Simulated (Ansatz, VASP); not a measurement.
# Al12Cu6H: VASP beside Ansatz

```
Al Cu H
1.0
     4.08926    0.00000    5.78246
    -4.08926    0.00000    5.78246
     2.04463   -6.13388    2.89123
Al Cu H
12 6 1
Direct
  0.27367 0.12059 0.68377
  0.45884 0.61942 0.33384
  0.61708 0.12528 0.00000
  0.95743 0.12059 0.31623
  0.79268 0.61942 0.66616
  0.13491 0.62047 0.00000
  0.38292 0.87472 0.00000
  0.54116 0.38058 0.66616
  0.72633 0.87941 0.31623
  0.04257 0.87941 0.68377
  0.86509 0.37953 0.00000
  0.20732 0.38058 0.33384
  0.42433 0.74982 0.66056
  0.57567 0.25018 0.33944
  0.74759 0.74440 0.00000
  0.08489 0.74982 0.33944
  0.91511 0.25018 0.66056
  0.25241 0.25560 0.00000
  0.00000 0.00000 0.00000
```

Alike in both runs: functional PBE; k mesh 1 × 1 × 1; occupations gaussian, width 0.1 eV; no spin polarisation.

Ansatz relaxed the structure, and its values are those at the end. VASP's run is a single point on that final structure, the one shown.

|  | VASP | Ansatz |
| --- | --- | --- |
| version | VASP 6.6.1 | Ansatz 0.2.0 |
| potentials or method | VASP PAW PBE potentials, release 64 (Al, Cu, H), cutoff 520 eV | scalar-relativistic, plane waves, PAW |
| valence electrons in the cell | 103 | 151 |

|  | VASP | Ansatz | Ansatz less VASP |
| --- | --- | --- | --- |
| rms of the force components (eV/Å) | 0.007 | 0.007 | -0.0004 |

The functional is the same, so the differences come from potentials, cutoffs and numerics. VASP's potentials hold 103 valence electrons a cell and Ansatz's 151, so a difference there can come from the potentials and not from the codes.
